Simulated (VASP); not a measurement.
Set up this calculation in VASP 6.6.1, as the native input.

```
Task                   : single point
Functional             : LDA
Potentials or basis    : VASP PAW LDA potentials, release 64 (Cs_sv, H)
Cutoff                 : 520 eV
k mesh                 : 8 × 8 × 8
Occupations            : gaussian, width 0.05 eV
Spin                   : no spin polarisation
Dipole correction      : no
Further INCAR settings : ALGO = Normal; EDIFF = 1e-07; NBANDS = 12
```

The structure of CsH lies in POSCAR:

```
CsH
1.0
    0.0000000000      3.0604800000      3.0604800000
    3.0604800000      0.0000000000      3.0604800000
    3.0604800000      3.0604800000      0.0000000000
Cs H
1 1
Direct
    0.0000000000      0.0000000000      0.0000000000
    0.5000000000      0.5000000000      0.5000000000
```

This cell differs from its parent crystal: strain -0.040 along x and y, -0.040 along z.

The input as run:

INCAR

```
SYSTEM = CsH
PREC = Accurate
ENCUT = 520
EDIFF = 1E-7
ISMEAR = 0
SIGMA = 0.05
LREAL = .FALSE.
LASPH = .TRUE.
NELM = 60
ALGO = Normal
ISIF = 2
LWAVE = .FALSE.
LCHARG = .FALSE.
NBANDS = 12
```

KPOINTS

```
regular mesh
0
G
  8 8 8
  0 0 0
```

Potentials or basis: VASP PAW LDA potentials, release 64 (Cs_sv, H).

Launch:

```sh
$ cat potpaw_LDA.64/Cs_sv/POTCAR potpaw_LDA.64/H/POTCAR > POTCAR
$ mpirun -np 1 vasp_std > vasp.out
```

It gave:

```json
{
  "Pressure": "-0.1 GPa",
  "Band gap on the k mesh": "1.74 eV, direct"
}
```

Caveat: the cell differs from its parent crystal (strain -0.040 along x and y, -0.040 along z); spin-orbit coupling is left out, which moves the levels of the heavy elements.

Wall time 10 s on 1 thread of AMD EPYC 9R14 (Zen 4), on a shared host, peak memory 0.13 GiB.
